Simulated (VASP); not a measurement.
# Cr (Fd-3m) in VASP: further runs, part 2 of 3

VASP 6.6.1.

## Step 3: Single point, r2SCAN

This run uses another cell than the first one, of 16.05 Å³/atom.

POSCAR

```
Cr
1.0
    0.0000000000      2.5227133963      2.5227133963
    2.5227133963      0.0000000000      2.5227133963
    2.5227133963      2.5227133963      0.0000000000
Cr
2
Direct
    0.1250000000      0.1250000000      0.1250000000
    0.8750000000      0.8750000000      0.8750000000
```

INCAR.step1

```
PREC = Accurate
ENCUT = 550
ISMEAR = -1
SIGMA = 0.1
LREAL = False
LASPH = True
NELM = 120
NBANDS = 19
GGA = PE
ALGO = Normal
EDIFF = 1E-5
LWAVE = True
LCHARG = False
GGA_COMPAT = False
```

INCAR.step2

```
PREC = Accurate
ENCUT = 550
EDIFF = 1E-6
ISMEAR = -1
SIGMA = 0.1
LREAL = False
LASPH = True
NELM = 120
ALGO = Normal
ISIF = 2
LWAVE = False
LCHARG = False
METAGGA = R2SCAN
LMIXTAU = True
NBANDS = 19
ISTART = 1
GGA_COMPAT = False
```

KPOINTS

```
regular mesh
0
Gamma
  18 18 18
```

Potentials or basis: VASP PAW PBE potentials, release 64 (Cr_pv).

Started as:

```bash
cat potpaw_PBE.64/Cr_pv/POTCAR > POTCAR
cp INCAR.step1 INCAR
mpirun -np 1 vasp_std > vasp.out
cp INCAR.step2 INCAR
mpirun -np 1 vasp_std > vasp.out
```

OUTCAR:

```text
PREC = Accurate
   ENCUT = 550
   EDIFF = 1E-6
   ISMEAR = -1
   LREAL = False
   LASPH = True
   NELM = 120
   ISIF = 2
   METAGGA = R2SCAN
   ISTART = 1

 ion  position               nearest neighbor table
   1  0.125  0.125  0.125-   2 2.18   2 2.18   2 2.18   2 2.18
   2  0.875  0.875  0.875-   1 2.18   1 2.18   1 2.18   1 2.18

  LATTYP: Found a face centered cubic cell.
 ALAT       =     5.0454267926

  Lattice vectors:

 A1 = (   0.0000000000,   2.5227133963,   2.5227133963)
 A2 = (   2.5227133963,   0.0000000000,   2.5227133963)
 A3 = (   2.5227133963,   2.5227133963,   0.0000000000)

Analysis of symmetry for initial positions (statically):
=====================================================================
 Subroutine PRICEL returns:
 Original cell was already a primitive cell.

 Routine SETGRP: Setting up the symmetry group for a
 face centered cubic supercell.

 Subroutine GETGRP returns: Found 48 space group operations
 (whereof 12 operations were pure point group operations)
 out of a pool of 48 trial point group operations.

The static configuration has the point symmetry D_3d.
 The point group associated with its full space group is O_h .

Analysis of symmetry for dynamics (positions and initial velocities):
=====================================================================
 Subroutine PRICEL returns:
 Original cell was already a primitive cell.

 Routine SETGRP: Setting up the symmetry group for a
 face centered cubic supercell.

 Subroutine GETGRP returns: Found 48 space group operations
 (whereof 12 operations were pure point group operations)
 out of a pool of 48 trial point group operations.

The dynamic configuration has the point symmetry D_3d.
 The point group associated with its full space group is O_h .

 Subroutine INISYM returns: Found 48 space group operations
[... 104 lines left out ...]
   ISYM   =      2    0-nonsym 1-usesym 2-fastsym
   POTIM  = 0.5000    time-step for ionic-motion
   TEBEG  =    0.0;   TEEND  =   0.0 temperature during run
   PSTRESS=    0.0 pullay stress
   NELECT =      24.0000    total number of electrons
   NUPDOWN=      -1.0000    fix difference up-down
   EMIN   =  10.00;   EMAX   =-10.00  energy-range for DOS
   EFERMI =   0.00;   METHOD = LEGACY
   ISMEAR =    -1;   SIGMA  =   0.10  broadening in eV -4-tet -1-fermi 0-gaus
   EFERMI_NEDOS =   21; number of points for ismear=-14 and -15
   IALGO  =     38    algorithm
   IMIX   =      4    mixing-type and parameters
     AMIX     =   0.40;   BMIX     =  1.00
     AMIX_MAG =   1.60;   BMIX_MAG =  1.00
  volume/ion in A,a.u.               =      16.05       108.34
  Fermi-wavevector in a.u.,A,eV,Ry     =   1.485710  2.807584 30.032599  2.207334
  Thomas-Fermi vector in A             =   2.599087
   LORBIT       =      0    0 simple, 1 ext, 2 COOP (PROOUT), +10 PAW based schemes
   METAGGA = R2SCAN    functional components
   LHFCALC =     F    Hartree Fock is set to
   AEXX    =    0.0000 exact exchange contribution
   IVDW    =     0    specifies the selected vdW correction
   LEPSILON=     F    determine dielectric tensor
   LRPA    =     F    only Hartree local field effects (RPA)
 non-spin polarized calculation
  energy-cutoff  :      550.00
  volume of cell :       32.11
 maximum number of plane-waves:       960
   NGX = 13   NGY = 13   NGZ = 13

 number of electron      24.0000020 magnetization

 Free energy of the ion-electron system (eV)
  ---------------------------------------------------
  ext. energy  EPLUGINS =         0.00000000
  ---------------------------------------------------
  free energy    TOTEN  =       -24.97798215 eV

  energy without entropy =      -24.85285725  energy(sigma->0) =      -24.91541970

 E-fermi :   6.5336     XC(G=0): -12.3593

 val. band max:        6.5321097383   @ k =  -0.3333   0.4444   0.1667
 cond. band min:       6.5415876573   @ k =   0.2778   0.0000   0.0000
 fundamental gap:      0.0094779190
 Fermi energy:         6.5336399222

 k-point     1 :       0.0000    0.0000    0.0000
  band No.  band energies     occupation
      1     -37.7322      2.00000
      2     -37.7322      2.00000
      3     -37.7322      2.00000
      4     -36.8177      2.00000
      5     -36.8177      2.00000
      6     -36.8177      2.00000
[... 505 lines left out ...]
      6     -36.7421      2.00000
[... 11 lines left out ...]
     18      11.0858      0.00000
     19      11.1165      0.00000

 [... further k-points ...]
[... 5 lines left out ...]
  --------------------------------------------------------------------------------------
  -------------------------------------------------------------------------------------
  Total        0.2522459      0.2522459      0.2522459     -0.0000000      0.0000000      0.0000000
  in kB       12.5863823     12.5863823     12.5863823     -0.0000000      0.0000000      0.0000000
  external PRESSURE =      12.5863823 kB  Pullay stress =       0.0000000 kB

 VOLUME and BASIS-vectors are now :
 -----------------------------------------------------------------------------
  energy-cutoff  :      550.00
  volume of cell :       32.11
      direct lattice vectors                 reciprocal lattice vectors
     0.000000000  2.522713396  2.522713396    -0.198199288  0.198199288  0.198199288
     2.522713396  0.000000000  2.522713396     0.198199288 -0.198199288  0.198199288
     2.522713396  2.522713396  0.000000000     0.198199288  0.198199288 -0.198199288

 POSITION                                       TOTAL-FORCE (eV/Angst)
 -----------------------------------------------------------------------------------
      0.63068      0.63068      0.63068        -0.000000     -0.000000     -0.000000
      4.41475      4.41475      4.41475         0.000000      0.000000      0.000000
 -----------------------------------------------------------------------------------
    total drift:                                0.000000     -0.000000     -0.000000

  FREE ENERGIE OF THE ION-ELECTRON SYSTEM (eV)
  ---------------------------------------------------
  free  energy   TOTEN  =       -24.9779821540 eV

  energy  without entropy=      -24.8528572534  energy(sigma->0) =      -24.91541970
```

OUTCAR.step1:

```text
PREC = Accurate
   ENCUT = 550
   ISMEAR = -1
   LREAL = False
   LASPH = True
[... 750 lines left out ...]
      0.63068      0.63068      0.63068        -0.000000     -0.000000     -0.000000
      4.41475      4.41475      4.41475         0.000000      0.000000      0.000000
 -----------------------------------------------------------------------------------
    total drift:                                0.000000     -0.000000     -0.000000

  FREE ENERGIE OF THE ION-ELECTRON SYSTEM (eV)
  ---------------------------------------------------
  free  energy   TOTEN  =       -14.7733280508 eV

  energy  without entropy=      -14.6431314855  energy(sigma->0) =      -14.70822977
```

Run time: 8 min. Hardware: 1 thread of Intel Xeon Platinum 8375C at 2.90GHz (Ice Lake), shared host; peak memory 0.24 GiB.

What came out:

```yaml
Free_energy: -24.9780 eV
Pressure: 1.3 GPa
Band_gap_on_the_k_mesh: zero (bands 12 and 13 overlap by 0.72 eV)
```

Caveat: the PAW data sets were made with another functional, which shifts forces and pressure a little; the run has no spin polarisation, though such a crystal can be magnetic. Spin polarisation is off, so any magnetic state and its effect on volume and gap are missing.

## Step 4: Relaxation of cell and atoms, r2SCAN

This run uses another cell than the first one, of 16.19 Å³/atom.

POSCAR

```
Cr
1.0
    0.0000000000      2.5297724266      2.5297724266
    2.5297724266      0.0000000000      2.5297724266
    2.5297724266      2.5297724266      0.0000000000
Cr
2
Direct
    0.1250000000      0.1250000000      0.1250000000
    0.8750000000      0.8750000000      0.8750000000
```

INCAR.step1

```
ALGO = Normal
EDIFF = 1E-5
EDIFFG = -0.005
ENCUT = 550
GGA = PE
GGA_COMPAT = F
IBRION = 2
ISIF = 3
ISMEAR = -1
LASPH = T
LCHARG = F
LREAL = F
LWAVE = T
NELM = 120
NELMIN = 4
NSW = 100
PREC = Accurate
SIGMA = 0.1
```

INCAR.step2

```
ALGO = Normal
EDIFF = 1E-7
EDIFFG = -0.01
ENCUT = 550
GGA_COMPAT = F
IBRION = 2
ISIF = 3
ISMEAR = -1
ISTART = 1
LASPH = T
LCHARG = F
LMIXTAU = T
LREAL = F
LWAVE = F
METAGGA = R2SCAN
NELM = 120
NELMIN = 4
NSW = 80
PREC = Accurate
SIGMA = 0.1
```

KPOINTS

```
k-points
0
Gamma
  11 11 11
```

Potentials or basis: VASP PAW PBE potentials, release 64 (Cr_pv).

Started as:

```bash
cat potpaw_PBE.64/Cr_pv/POTCAR > POTCAR
cp INCAR.step1 INCAR
mpirun -np 1 vasp_std > vasp.out
cp INCAR.step2 INCAR
mpirun -np 1 vasp_std > vasp.out
```

OUTCAR:

```text
EDIFF = 1E-7
   EDIFFG = -0.01
   ENCUT = 550
   IBRION = 2
   ISIF = 3
   ISMEAR = -1
   ISTART = 1
   LASPH = T
   LREAL = F
   METAGGA = R2SCAN
   NELM = 120
   NELMIN = 4
   NSW = 80
   PREC = Accurate

 ion  position               nearest neighbor table
   1  0.125  0.125  0.125-   2 2.19   2 2.19   2 2.19   2 2.19
   2  0.875  0.875  0.875-   1 2.19   1 2.19   1 2.19   1 2.19

  LATTYP: Found a face centered cubic cell.
 ALAT       =     5.0595448532

  Lattice vectors:

 A1 = (   0.0000000000,   2.5297724266,   2.5297724266)
 A2 = (   2.5297724266,   0.0000000000,   2.5297724266)
 A3 = (   2.5297724266,   2.5297724266,   0.0000000000)

Analysis of symmetry for initial positions (statically):
=====================================================================
 Subroutine PRICEL returns:
 Original cell was already a primitive cell.

 Routine SETGRP: Setting up the symmetry group for a
 face centered cubic supercell.

 Subroutine GETGRP returns: Found 48 space group operations
 (whereof 12 operations were pure point group operations)
 out of a pool of 48 trial point group operations.

[... 167 lines left out ...]

  FORCE on cell =-STRESS in cart. coord.  units (eV):
  Direction    XX          YY          ZZ          XY          YZ          ZX
  --------------------------------------------------------------------------------------
  -------------------------------------------------------------------------------------
  Total        0.0710646      0.0710646      0.0710646     -0.0000000     -0.0000000     -0.0000000
  in kB        3.5163310      3.5163310      3.5163310     -0.0000000     -0.0000000     -0.0000000
  external PRESSURE =       3.5163310 kB  Pullay stress =       0.0000000 kB
[... 59 lines left out ...]
--------------------------------------- Ionic step        3  -------------------------------------------

 number of electron      24.0000021 magnetization

 Free energy of the ion-electron system (eV)
  ---------------------------------------------------
  ext. energy  EPLUGINS =         0.00000000
  ---------------------------------------------------
  free energy    TOTEN  =       -24.97959885 eV

  energy without entropy =      -24.85305018  energy(sigma->0) =      -24.91632451

 E-fermi :   6.4062     XC(G=0): -12.2931

 val. band max:        6.4014833470   @ k =   0.3636   0.1818   0.0000
 cond. band min:       6.4130293193   @ k =   0.3636   0.2727   0.0909
 fundamental gap:      0.0115459723
 Fermi energy:         6.4061908631

 k-point     1 :       0.0000    0.0000    0.0000
  band No.  band energies     occupation
      1     -37.8472      2.00000
      2     -37.8472      2.00000
      3     -37.8472      2.00000
      4     -36.9592      2.00000
      5     -36.9592      2.00000
      6     -36.9592      2.00000
[... 433 lines left out ...]
      3     -37.7873      2.00000
      4     -37.0301      2.00000
      5     -36.8962      2.00000
      6     -36.8326      2.00000
[... 8 lines left out ...]
     15       8.1461      0.00000
     16       9.3264      0.00000

 [... further k-points ...]
[... 5 lines left out ...]
  --------------------------------------------------------------------------------------
  -------------------------------------------------------------------------------------
  Total       -0.0024698     -0.0024698     -0.0024698     -0.0000000      0.0000000      0.0000000
  in kB       -0.1218038     -0.1218038     -0.1218038     -0.0000000      0.0000000      0.0000000
  external PRESSURE =      -0.1218038 kB  Pullay stress =       0.0000000 kB
[... 17 lines left out ...]
  FREE ENERGIE OF THE ION-ELECTRON SYSTEM (eV)
  ---------------------------------------------------
  free  energy   TOTEN  =       -24.9795988492 eV

  energy  without entropy=      -24.8530501762  energy(sigma->0) =      -24.91632451

 reached required accuracy - stopping structural energy minimisation
```

OUTCAR.step1:

```text
EDIFF = 1E-5
   EDIFFG = -0.005
   ENCUT = 550
   GGA = PE
   IBRION = 2
   ISIF = 3
   ISMEAR = -1
   LASPH = T
   LREAL = F
[... 962 lines left out ...]
  -------------------------------------------------------------------------------------
  Total       -0.0035971     -0.0035971     -0.0035971      0.0000000      0.0000000      0.0000000
  in kB       -0.1733317     -0.1733317     -0.1733317      0.0000000      0.0000000      0.0000000
  external PRESSURE =      -0.1733317 kB  Pullay stress =       0.0000000 kB
[... 17 lines left out ...]
  FREE ENERGIE OF THE ION-ELECTRON SYSTEM (eV)
  ---------------------------------------------------
  free  energy   TOTEN  =       -14.7866379011 eV

  energy  without entropy=      -14.6507857373  energy(sigma->0) =      -14.71871182

 reached required accuracy - stopping structural energy minimisation
```

Run time: 7.8 min. Hardware: 1 thread of Intel Xeon Platinum 8375C at 2.90GHz (Ice Lake), shared host; peak memory 0.18 GiB.

What came out:

| Item | Value |
| --- | --- |
| Free energy | -24.9796 eV |
| Relaxed volume | 16.24 Å³/atom |
| Relaxed cell | a = 3.582 Å, b = 3.582 Å, c = 3.582 Å, α = 60.00°, β = 60.00°, γ = 60.00° |
| Space group after relaxing (to 0.1 Å) | Fd-3m (No. 227) |
| Energy gained by relaxing | 0.1 meV/atom |
| Ionic steps | 3 |
| Pressure after relaxing | 0.0 GPa |
| Band gap on the k mesh | zero (bands 12 and 13 overlap by 0.75 eV) |

Step by step:
| step | energy change (eV) | largest force (eV/Å) | pressure (GPa) | volume (Å³) |
| --- | --- | --- | --- | --- |
| 1 | 0.0000 | 0.0000 | 0.35 | 32.38 |
| 2 | -0.0001 | 0.0000 | -0.20 | 32.55 |
| 3 | -0.0001 | 0.0000 | -0.01 | 32.49 |

Final structure:
```xyz
2
Lattice="0.0000 2.5326 2.5326 2.5326 0.0000 2.5326 2.5326 2.5326 0.0000" Properties=species:S:1:pos:R:3 pbc="T T T"
Cr    0.6331    0.6331    0.6331
Cr    4.4320    4.4320    4.4320
```

Levels at points of the mesh, in eV from the Fermi level:
| k point | band 10 | band 11 | band 12 | band 13 | band 14 | band 15 |
| --- | --- | --- | --- | --- | --- | --- |
| (0.00, 0.00, 0.00) | -1.18 | -1.18 | -1.18 | 1.19 | 1.19 | 1.19 |

Caveat: the PAW data sets were made with another functional, which shifts forces and pressure a little; the run has no spin polarisation, though such a crystal can be magnetic.

(Continued in part 3 of 3.)

The gap in the log of VASP goes by the Fermi energy; the results here count the filled bands.